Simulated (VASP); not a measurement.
Set up this calculation in VASP 6.6.1, as the native input.

```yaml
Task: single point
Functional: PBE
Potentials_or_basis: VASP PAW PBE potentials, release 64 (Si, O)
Cutoff: 520 eV
k_mesh: 1 × 1 × 1
Occupations: fermi-dirac, width 0.01 eV
Spin: no spin polarisation
Dipole_correction: no
Further_INCAR_settings: ALGO = Normal; EDIFF = 1e-06; NBANDS = 85
```

The structure of Si8O17 (a cell with a defect) lies in POSCAR:

```
Si8O17
1.0
    0.0000000000      5.0813926900      7.0944098900
    5.0813926900      0.0000000000      7.0944098900
    5.0813926900      5.0813926900      0.0000000000
Si O
8 17
Direct
    0.2615217189      0.2605154987      0.4435216065
    0.7292670068      0.7566228929      0.9236241419
    0.1100712593      0.6731383503      0.1370771263
    0.5704326114      0.1889214552      0.6170623075
    0.4331139370      0.8458696770      0.3674829167
    0.9131761549      0.3265239944      0.8560155900
    0.0014538455      0.0203665740      0.2994758588
    0.5053731503      0.4982979246      0.7830069060
    0.1129666222      0.2364394649      0.6654973229
    0.6006964639      0.7470673597      0.1623963015
    0.4542813915      0.3660512493      0.7469266969
    1.0325090345      0.8197549598      0.2854127260
    0.4151651288      0.2935262322      0.4649555926
    0.9619045085      0.6973028368      0.8943592317
    0.2019456805      0.9278799321      0.3771435928
    0.7339172111      0.3234765844      0.8442200220
   -0.0115708984      0.1824942054      0.0761870420
    0.5135171862      0.6674285344      0.5746966830
    0.4144726047      0.0468905039      0.3564800138
    0.8043549815      0.5713684615      0.8317555313
    0.3298610581      0.6162142468      0.9757642704
    0.7944211797      0.1381605434      0.4744183675
    0.1222647845      0.4644774625      0.2760020142
    0.5898489652      0.9821065847      0.7779982814
   -0.0861682615     -0.1634632127      1.0102751524
```

One way to write it, as run:

INCAR

```
SYSTEM = Si8O17
PREC = Accurate
ENCUT = 520
EDIFF = 1E-6
ISMEAR = -1
SIGMA = 0.01
LREAL = .FALSE.
LASPH = .TRUE.
NELM = 120
ALGO = Normal
ISIF = 2
LWAVE = .FALSE.
LCHARG = .FALSE.
GGA = PE
NBANDS = 85
GGA_COMPAT = .FALSE.
```

KPOINTS

```
regular mesh
0
G
  1 1 1
  0 0 0
```

Potentials or basis: VASP PAW PBE potentials, release 64 (Si, O).

Launch:

```sh
$ cat potpaw_PBE.64/Si/POTCAR potpaw_PBE.64/O/POTCAR > POTCAR
$ mpirun -np 1 vasp_gam > vasp.out
```

It gave:

* Pressure: 1.1 GPa
* Largest force: 0.172 eV/Å

Caveat: the k points lie up to 0.98 Å⁻¹ apart.

It took 51 s on 1 thread of Intel(R) Xeon(R) Platinum 8488C (Sapphire Rapids) (shared host), peak memory 0.52 GiB.
